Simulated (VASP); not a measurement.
GaMo:

```xyz
2
Lattice="0.0000 2.5120 2.5120 2.5120 0.0000 2.5120 2.5120 2.5120 0.0000" Properties=species:S:1:pos:R:3 pbc="T T T"
Ga    2.5120    2.5120    2.5120
Mo    0.0000    0.0000    0.0000
```

* Program: VASP 6.6.1
* Task: relaxation of cell and atoms
* Functional: PBE
* Potentials or basis: VASP PAW PBE potentials, release 64 (Ga_d, Mo_sv)
* Cutoff: 600 eV
* k mesh: 7 × 7 × 7
* Occupations: gaussian, width 0.2 eV
* Spin: no spin polarisation

At the start: pressure 10.7 GPa; volume 15.85 Å³/atom.

Q: Where does the relaxation end?

A: Over 3 steps the energy falls by 32.2 meV/atom and the volume is 16.90 Å³/atom (+6.6 %); space group Fm-3m (No. 225, to 0.05 Å).

The path:
```csv
step,energy change (eV),largest force (eV/Å),pressure (GPa),volume (Å³)
1,0.0000,0.0000,10.73,31.70
2,0.0451,0.0000,-10.51,36.83
3,-0.0643,0.0000,-0.22,33.80
```

Final structure:
```
Ga Mo
1.0
     0.00000    2.56614    2.56614
     2.56614    0.00000    2.56614
     2.56614    2.56614    0.00000
Ga Mo
1 1
Direct
  0.50000 0.50000 0.50000
  0.00000 0.00000 0.00000
```
